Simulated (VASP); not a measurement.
Write the native input for VASP 6.6.1 that does the following.

```
Task                   : single point
Functional             : PBE
Potentials or basis    : VASP PAW PBE potentials, release 64 (Ta_pv, C)
Cutoff                 : 600 eV
k mesh                 : 5 × 5 × 5
Occupations            : fermi-dirac, width 0.1 eV
Spin                   : no spin polarisation
Dipole correction      : no
Further INCAR settings : ALGO = Normal; EDIFF = 1e-06; NBANDS = 14
```

The structure of TaC lies in POSCAR:

```
TaC
1.0
    3.1437970000      0.0000000000      0.0000000000
    1.5718985000      2.7226080663      0.0000000000
    1.5718985000      0.9075360221      2.5668995016
Ta C
1 1
Direct
    0.0000000000      0.0000000000      0.0000000000
    0.5000000000      0.5000000000      0.5000000000
```

The input as run:

INCAR

```
PREC = Accurate
ENCUT = 600
EDIFF = 1E-6
ISMEAR = -1
SIGMA = 0.1
LREAL = F
LASPH = T
NELM = 120
ALGO = Normal
ISIF = 2
LWAVE = F
LCHARG = T
GGA = PE
LELF = T
LVHAR = T
NBANDS = 14
GGA_COMPAT = F
```

KPOINTS

```
regular mesh
0
Gamma
  5 5 5
```

Potentials or basis: VASP PAW PBE potentials, release 64 (Ta_pv, C).

Launch:

```bash
$ cat potpaw_PBE.64/Ta_pv/POTCAR potpaw_PBE.64/C/POTCAR > POTCAR
$ mpirun -np 1 vasp_std > vasp.out
```

Results of the run:

The pressure is 7.3 GPa.

Caveat: the k points lie up to 0.49 Å⁻¹ apart.

Run time: 15 s on 1 thread of Intel Xeon 8259CL, on a shared host, peak memory 0.16 GiB.
